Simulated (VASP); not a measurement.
# SnTe (Fm-3m) in VASP: settings compared, part 3 of 3

VASP 6.6.1.

## Step 7: Single point, HSE06

This run uses another cell than the first one, of 33.16 Å³/atom.

POSCAR reads:

```
SnTe
1.0
    0.0000000000      3.2126470615      3.2126470615
    3.2126470615      0.0000000000      3.2126470615
    3.2126470615      3.2126470615      0.0000000000
Te Sn
1 1
Direct
    0.5000000000      0.5000000000      0.5000000000
    0.0000000000      0.0000000000      0.0000000000
```

INCAR.step1 reads:

```
PREC = Accurate ; ENCUT = 520
EDIFF = 1E-5 ; ISMEAR = -1
SIGMA = 0.05 ; LREAL = False
LASPH = True ; NELM = 100
ALGO = Normal ; ISIF = 2
LWAVE = True ; LCHARG = False
NBANDS = 17 ; GGA = PE
```

INCAR.step2 reads:

```
PREC = Accurate ; ENCUT = 520
EDIFF = 1E-7 ; ISMEAR = -1
SIGMA = 0.05 ; LREAL = False
LASPH = True ; NELM = 100
ALGO = Normal ; ISIF = 2
LWAVE = False ; LCHARG = False
GGA = PE ; LHFCALC = True
HFSCREEN = 0.2079 ; PRECFOCK = Normal
NBANDS = 17 ; ISTART = 1
```

KPOINTS reads:

```
regular mesh
0
Gamma
  4 4 4
```

Potentials or basis: VASP PAW PBE potentials, release 64 (Te, Sn_d).

The run is started by

```console
$ cat potpaw_PBE.64/Te/POTCAR potpaw_PBE.64/Sn_d/POTCAR > POTCAR
$ cp INCAR.step1 INCAR
$ mpirun -np 1 vasp_std > vasp.out
$ cp INCAR.step2 INCAR
$ mpirun -np 1 vasp_std > vasp.out
```

OUTCAR:

```text
PREC = Accurate
   ENCUT = 520
   EDIFF = 1E-7
   ISMEAR = -1
   LREAL = False
   LASPH = True
   NELM = 100
   ISIF = 2
   GGA = PE
   LHFCALC = True
   HFSCREEN = 0.2079
   PRECFOCK = Normal
   ISTART = 1

 ion  position               nearest neighbor table
   1  0.500  0.500  0.500-   2 3.21   2 3.21   2 3.21   2 3.21   2 3.21   2 3.21
   2  0.000  0.000  0.000-   1 3.21   1 3.21   1 3.21   1 3.21   1 3.21   1 3.21

  LATTYP: Found a face centered cubic cell.
 ALAT       =     6.4252941230

  Lattice vectors:

 A1 = (   0.0000000000,   3.2126470615,   3.2126470615)
 A2 = (   3.2126470615,   0.0000000000,   3.2126470615)
 A3 = (   3.2126470615,   3.2126470615,   0.0000000000)

Analysis of symmetry for initial positions (statically):
=====================================================================
 Subroutine PRICEL returns:
 Original cell was already a primitive cell.

 Routine SETGRP: Setting up the symmetry group for a
 face centered cubic supercell.

 Subroutine GETGRP returns: Found 48 space group operations
 (whereof 48 operations were pure point group operations)
 out of a pool of 48 trial point group operations.

The static configuration has the point symmetry O_h .

Analysis of symmetry for dynamics (positions and initial velocities):
=====================================================================
 Subroutine PRICEL returns:
 Original cell was already a primitive cell.

 Routine SETGRP: Setting up the symmetry group for a
 face centered cubic supercell.

 Subroutine GETGRP returns: Found 48 space group operations
 (whereof 48 operations were pure point group operations)
 out of a pool of 48 trial point group operations.

The dynamic configuration has the point symmetry O_h .

 Subroutine INISYM returns: Found 48 space group operations
 (whereof 48 operations are pure point group operations),
 and found     1 'primitive' translations

----------------------------------------------------------------------------------------

                                     Primitive cell

  volume of cell :      66.3161

  direct lattice vectors                    reciprocal lattice vectors
     0.000000000  3.212647061  3.212647061    -0.155634899  0.155634899  0.155634899
     3.212647061  0.000000000  3.212647061     0.155634899 -0.155634899  0.155634899
     3.212647061  3.212647061  0.000000000     0.155634899  0.155634899 -0.155634899

  length of vectors
     4.543369045  4.543369045  4.543369045     0.269567552  0.269567552  0.269567552

  position of ions in fractional coordinates (direct lattice)
     0.500000000  0.500000000  0.500000000
     0.000000000  0.000000000  0.000000000

  ion indices of the primitive-cell ions
   primitive index   ion index
                 1           1
                 2           2

----------------------------------------------------------------------------------------

 KPOINTS: regular mesh

Automatic generation of k-mesh.
 Grid dimensions read from file:
[... 22 lines left out ...]
  0.000000  0.000000  0.000000      1.000000
  0.250000  0.000000  0.000000      8.000000
  0.500000  0.000000  0.000000      4.000000
  0.250000  0.250000  0.000000      6.000000
  0.500000  0.250000  0.000000     24.000000
 -0.250000  0.250000  0.000000     12.000000
  0.500000  0.500000  0.000000      3.000000
 -0.250000  0.500000  0.250000      6.000000
   k-points           NKPTS =      8   k-points in BZ     NKDIM =     64   number of bands    NBANDS=     17
   number of dos      NEDOS =    301   number of ions     NIONS =      2
   total plane-waves  NPLWV =  46656
   dimension x,y,z NGX =    36 NGY =   36 NGZ =   36
   dimension x,y,z NGXF=    72 NGYF=   72 NGZF=   72
   ions per type =               1   1
   NGX,Y,Z   is equivalent  to a cutoff of  13.17, 13.17, 13.17 a.u.
   NGXF,Y,Z  is equivalent  to a cutoff of  26.35, 26.35, 26.35 a.u.
 SYSTEM =  unknown system
   PREC   = accura    normal or accurate (medium, high low for compatibility)
   ISTART =      1    job   : 0-new  1-cont  2-samecut
   ICHARG =      0    charge: 1-file 2-atom 10-const
   ISPIN  =      1    spin polarized calculation?
   LNONCOLLINEAR =      F non collinear calculations
   LSORBIT =      F    spin-orbit coupling
   LASPH  =      T    aspherical Exc in radial PAW
   ENCUT  =  520.0 eV  38.22 Ry    6.18 a.u.   8.45  8.45  8.45*2*pi/ulx,y,z
   NELM   =    100;   NELMIN=  2; NELMDL=  0     # of ELM steps
   EDIFF  = 0.1E-06   stopping-criterion for ELM
   LREAL  =      F    real-space projection
   EDIFFG = 0.1E-05   stopping-criterion for IOM
   NSW    =      0    number of steps for IOM
   IBRION =     -1    ionic relax: 0-MD 1-quasi-New 2-CG
   NFREE  =      0    steps in history (QN), initial steepest desc. (CG)
   ISIF   =      2    stress and relaxation
   ISYM   =      3    0-nonsym 1-usesym 2-fastsym
   POTIM  = 0.5000    time-step for ionic-motion
   TEBEG  =    0.0;   TEEND  =   0.0 temperature during run
   PSTRESS=    0.0 pullay stress
   NELECT =      20.0000    total number of electrons
   NUPDOWN=      -1.0000    fix difference up-down
   EMIN   =  10.00;   EMAX   =-10.00  energy-range for DOS
   EFERMI =   0.00;   METHOD = LEGACY
   ISMEAR =    -1;   SIGMA  =   0.05  broadening in eV -4-tet -1-fermi 0-gaus
   EFERMI_NEDOS =   21; number of points for ismear=-14 and -15
   IALGO  =     38    algorithm
   IMIX   =      1    mixing-type and parameters
     AMIX     =   0.40;   BMIX     =  1.00
     AMIX_MAG =   1.60;   BMIX_MAG =  1.00
  volume/ion in A,a.u.               =      33.16       223.76
  Fermi-wavevector in a.u.,A,eV,Ry     =   1.097855  2.074646 16.398918  1.205287
  Thomas-Fermi vector in A             =   2.234223
   LORBIT       =      0    0 simple, 1 ext, 2 COOP (PROOUT), +10 PAW based schemes
   GGA     = PE    functional components
   LHFCALC =     T    Hartree Fock is set to
   PRECFOCK=normal    Normal, Fast or Accurate (Low or Medium for compatibility)
   ENCUT4O =  -1.0   cutoff for four orbital integrals eV
   NKREDX  =     1    reduce k-point grid by
   NKREDY  =     1    reduce k-point grid by
   NKREDZ  =     1    reduce k-point grid by
   AEXX    =    0.2500 exact exchange contribution
   HFSCREEN=    0.2079 screening length (either q_TF or 0.3 A-1)
   HFSCREENC=   0.2079 screening length for correlation (either q_TF or 0.3 A-1)
   ENCUTFOCK=  -1.0 apply spherical cutoff to Coloumb kernel
   IVDW    =     0    specifies the selected vdW correction
   LEPSILON=     F    determine dielectric tensor
   LRPA    =     F    only Hartree local field effects (RPA)
 non-spin polarized calculation
  energy-cutoff  :      520.00
  volume of cell :       66.32
 maximum number of plane-waves:      1812
 NGX is ok and might be reduce to    36
  NGX = 28; NGY = 28; NGZ = 28

 number of electron      20.0000006 magnetization

 Free energy of the ion-electron system (eV)
  ---------------------------------------------------
  ext. energy  EPLUGINS =         0.00000000
  ---------------------------------------------------
  free energy    TOTEN  =        -9.01305754 eV

  energy without entropy =       -9.01026397  energy(sigma->0) =       -9.01166075

 E-fermi :   6.2141     XC(G=0):  -7.7214

 val. band max:        6.0754000904   @ k =   0.5000   0.0000   0.0000
 cond. band min:       6.3528985901   @ k =   0.5000   0.0000   0.0000
 fundamental gap:      0.2774984997
 Fermi energy:         6.2141394845

 k-point     1 :       0.0000    0.0000    0.0000
  band No.  band energies     occupation
      1     -18.1682      2.00000
      2     -18.1682      2.00000
      3     -18.1597      2.00000
      4     -18.1597      2.00000
      5     -18.1597      2.00000
      6      -7.6673      2.00000
[... 137 lines left out ...]
      4     -18.1571      2.00000
      5     -18.1513      2.00000
      6      -5.9912      2.00000
[... 9 lines left out ...]
     16      16.8657      0.00000
     17      17.5113      0.00000

------------------------ aborting loop because EDIFF is reached ----------------------------------------

  FORCE on cell =-STRESS in cart. coord.  units (eV):
  Direction    XX          YY          ZZ          XY          YZ          ZX
  --------------------------------------------------------------------------------------
  -------------------------------------------------------------------------------------
  Total       -0.6047279     -0.6047279     -0.6047279     -0.0000000     -0.0000000      0.0000000
  in kB      -14.6100435    -14.6100435    -14.6100435     -0.0000000     -0.0000000      0.0000000
  external PRESSURE =     -14.6100435 kB  Pullay stress =       0.0000000 kB

 VOLUME and BASIS-vectors are now :
 -----------------------------------------------------------------------------
  energy-cutoff  :      520.00
  volume of cell :       66.32
      direct lattice vectors                 reciprocal lattice vectors
     0.000000000  3.212647061  3.212647061    -0.155634899  0.155634899  0.155634899
     3.212647061  0.000000000  3.212647061     0.155634899 -0.155634899  0.155634899
     3.212647061  3.212647061  0.000000000     0.155634899  0.155634899 -0.155634899

 POSITION                                       TOTAL-FORCE (eV/Angst)
 -----------------------------------------------------------------------------------
      3.21265      3.21265      3.21265         0.000000      0.000000      0.000000
      0.00000      0.00000      0.00000        -0.000000     -0.000000     -0.000000
 -----------------------------------------------------------------------------------
    total drift:                                0.000000      0.000001      0.000001

  FREE ENERGIE OF THE ION-ELECTRON SYSTEM (eV)
  ---------------------------------------------------
  free  energy   TOTEN  =        -9.0130575412 eV

  energy  without entropy=       -9.0102639682  energy(sigma->0) =       -9.01166075
```

It took 33 min on 1 thread of Intel Xeon 8259CL, shared host; peak memory 0.32 GiB.

What came out:

```
Free energy            : -9.0131 eV
Pressure               : -1.5 GPa
Band gap on the k mesh : 0.28 eV
```

Levels at points of the mesh, in eV from the valence-band top:
| k point | band 7 | band 8 | band 9 | band 10 | band 11 | band 12 | band 13 | band 14 |
| --- | --- | --- | --- | --- | --- | --- | --- | --- |
| (0.00, 0.00, 0.00) | -5.26 | -2.31 | -2.31 | -2.31 | 3.81 | 3.81 | 3.81 | 5.32 |
| (0.50, 0.00, 0.00) | -8.96 | -1.98 | -1.98 | 0.00 | 0.28 | 0.71 | 0.71 | 8.31 |
| (0.50, 0.50, 0.00) | -7.04 | -5.86 | -3.95 | -3.95 | 2.70 | 5.36 | 5.36 | 6.78 |

Caveat: the k points lie up to 0.42 Å⁻¹ apart; the PAW data sets were made with another functional, which shifts forces and pressure a little; spin-orbit coupling is left out, which moves the levels of the heavy elements. A k mesh can miss the band edges.

## Step 8: Summary

| level | spin | cell | share of exact exchange | screening parameter | gap on the mesh (eV) | pressure (GPa) |
| --- | --- | --- | --- | --- | --- | --- |
| HF | off | a = 4.396 Å, angles 60.0°, 2 atoms | 1 | - | 2.26 | 5.5 |
| HF | off | a = 4.426 Å, angles 60.0°, 2 atoms | 1 | - | 2.07 | 4.3 |
| HSE06 | non-collinear, zero start, SOC | a = 4.456 Å, angles 60.0°, 2 atoms | 0.25 | 0.2079 1/Å | - | 0.1 |
| HSE06 | off | a = 4.485 Å, angles 60.0°, 2 atoms | 0.25 | 0.2079 1/Å | 0.12 | 0.0 |
| HSE06 | off | a = 4.515 Å, angles 60.0°, 2 atoms | 0.25 | 0.2079 1/Å | 0.20 | -0.7 |
| HSE06 | off | a = 4.543 Å, angles 60.0°, 2 atoms | 0.25 | 0.2079 1/Å | 0.28 | -1.5 |

Alike in all rows: task single point; potentials or basis VASP PAW PBE potentials, release 64 (Te, Sn_d); k mesh 4 × 4 × 4; cutoff (eV) 520; smearing fermi-dirac 0.05 eV.

Caveats: all runs use coarse meshes; the PAW data sets were made with another functional, which shifts forces and pressure a little; spin-orbit coupling is left out, which moves the levels of the heavy elements (at least some runs).

Total energies depend on the potentials used, so only differences within one code and one set of settings carry meaning.
